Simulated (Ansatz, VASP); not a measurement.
# SnO in VASP and in Ansatz

```
Sn O
1.0
     3.13193    0.00000    0.00000
     0.00000    3.13193    0.00000
     0.00000    0.00000    3.13193
Sn O
1 1
Direct
  0.00000 0.00000 0.00000
  0.50000 0.50000 0.50000
```

Alike in both runs: task single point; functional PBE-based screened hybrid; k mesh 5 × 5 × 5; occupations fermi-dirac, width 0.05 eV; no spin polarisation.

|  | VASP | Ansatz |
| --- | --- | --- |
| version | VASP 6.6.1 | Ansatz 0.2.0 |
| potentials or method | VASP PAW PBE potentials, release 64 (Sn_d, O) | Ansatz PAW |
| plane-wave cutoff (eV) | 520 | 420 |
| valence electrons in the cell | 20 | 20 |

Ansatz gave:

```
gap on the k mesh at the Fermi level (eV) : 1.84
least direct gap on the mesh (eV)         : 2.32
pressure (GPa)                            : -3.1
```

Problem. What did VASP give for the same quantities?

Solution. gap on the k mesh at the Fermi level (eV): 1.83; least direct gap on the mesh (eV): 2.32; pressure (GPa): -3.0.

VASP's potentials were made for PBE, not for PBE-based screened hybrid. The functional is the same, so the differences come from potentials, cutoffs and numerics.

Noted on Ansatz's run: odd divisions of the mesh miss points on the zone boundary, where band edges often lie, so the gap on the mesh can be too wide.
